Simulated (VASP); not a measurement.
Write the native input for VASP 6.6.1 that does the following.

| Property | Result |
| --- | --- |
| Task | single point |
| Functional | BLYP |
| Potentials or basis | VASP PAW PBE potentials, release 64 (Ag) |
| Cutoff | 520 eV |
| k mesh | 13 × 13 × 13 |
| Occupations | fermi-dirac, width 0.1 eV |
| Spin | no spin polarisation |
| Dipole correction | no |
| Further INCAR settings | ALGO = Normal; EDIFF = 1e-06; NBANDS = 12 |

The structure of Ag lies in POSCAR:

```
Ag
1.0
    2.7436477569      0.0000000000      0.0000000000
    0.0000000000      2.7436477569      0.0000000000
    0.0000000000      0.0000000000      2.7436477569
Ag
1
Direct
    0.0000000000      0.0000000000      0.0000000000
```

This cell differs from its parent crystal: volume scaled by 0.92.

The input as run:

INCAR

```
PREC     = Accurate       # precision mode
ENCUT    = 520            # plane-wave cutoff, eV
EDIFF    = 1E-6           # SCF threshold, eV
ISMEAR   = -1             # smearing method
SIGMA    = 0.1            # smearing width, eV
LREAL    = F              # projectors in reciprocal space
LASPH    = T              # aspherical terms in the spheres
NELM     = 80             # most SCF steps
ALGO     = Normal         # electronic algorithm
ISIF     = 2              # what is computed and relaxed
LWAVE    = F              # write WAVECAR
LCHARG   = T              # write CHGCAR
GGA      = B5             # functional
ALDAX    = 1.0          
AGGAX    = 1.0          
AGGAC    = 1.0          
ALDAC    = 0.0          
LELF     = T              # ELF
LVHAR    = T            
NBANDS   = 12             # bands
```

KPOINTS

```
Automatic mesh
0
Gamma
  13 13 13
```

Potentials or basis: VASP PAW PBE potentials, release 64 (Ag).

Launch:

```bash
$ cat potpaw_PBE.64/Ag/POTCAR > POTCAR
$ mpirun -np 1 vasp_std > vasp.out
```

Results of the run:

| Item | Value |
| --- | --- |
| Pressure | 5.5 GPa |

Caveat: the PAW data sets were made with another functional, which shifts forces and pressure a little.

Wall time 12 s on 1 thread of Intel(R) Xeon(R) 6975P-C (Granite Rapids) (shared host), peak memory 0.13 GiB.
